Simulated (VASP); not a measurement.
Here is a VASP 6.6.1 calculation.

File POSCAR:

```
C
1.0
    2.5200000000      0.0000000000      0.0000000000
   -1.2600000000      2.1823840175      0.0000000000
    0.0000000000      0.0000000000      4.1800000000
C
4
Direct
    0.3333333333      0.6666666667      0.0000000000
    0.6666666667      0.3333333333      0.5000000000
    0.3333333333      0.6666666667      0.3740000000
    0.6666666667      0.3333333333      0.8740000000
```

Contents of INCAR.step1:

```
SYSTEM = C
PREC     = Accurate       ! precision mode
ENCUT    = 1430           ! plane-wave cutoff, eV
ISMEAR   = 0              ! smearing method
SIGMA    = 0.1            ! smearing width, eV
LREAL    = .FALSE.        ! projectors in reciprocal space
LASPH    = .TRUE.         ! aspherical terms in the spheres
NELM     = 120            ! most SCF steps
NBANDS   = 16             ! bands
GGA      = PE             ! functional
ALGO     = Normal         ! electronic algorithm
EDIFF    = 1E-5           ! SCF threshold, eV
LWAVE    = .TRUE.         ! write WAVECAR
LCHARG   = .FALSE.        ! write CHGCAR
GGA_COMPAT= .FALSE.
```

INCAR.step2

```
SYSTEM = C
PREC     = Accurate       ! precision mode
ENCUT    = 1430           ! plane-wave cutoff, eV
EDIFF    = 1E-6           ! SCF threshold, eV
ISMEAR   = 0              ! smearing method
SIGMA    = 0.1            ! smearing width, eV
LREAL    = .FALSE.        ! projectors in reciprocal space
LASPH    = .TRUE.         ! aspherical terms in the spheres
NELM     = 120            ! most SCF steps
ALGO     = Normal         ! electronic algorithm
ISIF     = 2              ! what is computed and relaxed
LWAVE    = .FALSE.        ! write WAVECAR
LCHARG   = .FALSE.        ! write CHGCAR
METAGGA  = R2SCAN         ! meta-GGA
LMIXTAU  = .TRUE.       
NBANDS   = 16             ! bands
ISTART   = 1            
GGA_COMPAT= .FALSE.
```

Contents of KPOINTS:

```
Automatic mesh
0
G
  9 9 4
  0 0 0
```

Potentials or basis: VASP PAW PBE potentials, release 64 (C_h).

Run with:

```sh
$ cat potpaw_PBE.64/C_h/POTCAR > POTCAR
$ cp INCAR.step1 INCAR
$ mpirun -np 1 vasp_std > vasp.out
$ cp INCAR.step2 INCAR
$ mpirun -np 1 vasp_std > vasp.out
```

**Question.** Predict the largest force.

**Answer.** 0.099 eV/Å.

**Question.** Estimate the pressure.

**Answer.** -7.6 GPa.

**Question.** What does it give for the band gap on the k mesh?

**Answer.** 3.59 eV (least direct gap 5.12 eV).

Forces in eV/Å, atoms in the order of the input:
```
C    0.000  0.000 -0.099
C    0.000  0.000 -0.099
C    0.000  0.000  0.099
C    0.000  0.000  0.099
```

Caveat: the stress differs along the axes, from -9 to -4 GPa; the PAW data sets were made with another functional, which shifts forces and pressure a little. A k mesh can miss the band edges.
